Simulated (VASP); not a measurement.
Input of a VASP 6.6.1 run:

Contents of POSCAR:

```
KI
1.0
    0.0000000000      3.7007775000      3.5245500000
    3.7007775000      0.0000000000      3.5245500000
    3.7007775000      3.7007775000      0.0000000000
K I
1 1
Direct
    0.0000000000      0.0000000000      0.0000000000
    0.5000000000      0.5000000000      0.5000000000
```

The input INCAR.step1:

```
  PREC = Accurate
  ENCUT = 520
  ISMEAR = 0
  SIGMA = 0.05
  LREAL = False
  LASPH = True
  NELM = 80
  NBANDS = 15
  GGA = PE
  ALGO = Normal
  EDIFF = 1E-4
  LWAVE = True
  LCHARG = False
```

Contents of INCAR.step2:

```
  PREC = Accurate
  ENCUT = 520
  EDIFF = 1E-7
  ISMEAR = 0
  SIGMA = 0.05
  LREAL = False
  LASPH = True
  NELM = 80
  ALGO = Normal
  ISIF = 2
  LWAVE = False
  LCHARG = False
  METAGGA = R2SCAN
  LMIXTAU = True
  NBANDS = 15
  ISTART = 1
```

File KPOINTS:

```
regular mesh
0
Gamma
  6 6 6
```

Potentials or basis: VASP PAW PBE potentials, release 64 (K_sv, I).

Run with:

```sh
$ cat potpaw_PBE.64/K_sv/POTCAR potpaw_PBE.64/I/POTCAR > POTCAR
$ cp INCAR.step1 INCAR
$ mpirun -np 1 vasp_std > vasp.out
$ cp INCAR.step2 INCAR
$ mpirun -np 1 vasp_std > vasp.out
```

(1) Estimate the band gap on the k mesh.

(2) Predict the pressure.

Results:

(1) 4.39 eV.

(2) -0.7 GPa.

Caveat: the cell differs from its parent crystal (strain +0.050 along x and y, +0.000 along z); the PAW data sets were made with another functional, which shifts forces and pressure a little; spin-orbit coupling is left out, which moves the levels of the heavy elements.
